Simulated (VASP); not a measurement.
Ag:

```
Ag
1.0
     2.89040    0.00000    0.00000
    -1.44520    2.50316    0.00000
     0.00000    0.00000    4.72526
Ag
2
Direct
  0.66667 0.33333 0.75000
  0.33333 0.66667 0.25000
```

This isn't the form of Ag at room conditions, which is fcc.

Base run:

- Program: VASP 6.6.1
- Functional: r2SCAN
- Potentials or basis: VASP PAW PBE potentials, release 64 (Ag)
- Cutoff: 520 eV
- k mesh: 10 × 10 × 6
- Occupations: fermi-dirac, width 0.05 eV
- Spin: no spin polarisation

Its results: band gap on the k mesh zero (bands 11 and 12 overlap by 6.99 eV); pressure 1.8 GPa.

Question: The run is repeated on the same cell with these changes: functional from r2SCAN to LDA; potentials or basis from VASP PAW PBE potentials, release 64 (Ag) to VASP PAW LDA potentials, release 64 (Ag). What comes out?

Answer: Band gap on the k mesh zero (bands 11 and 12 overlap by 6.47 eV); pressure -6.9 GPa.

Caveats: the PAW data sets were made with another functional, which shifts forces and pressure a little (at least some runs); the cell stands under tension (at least some runs).
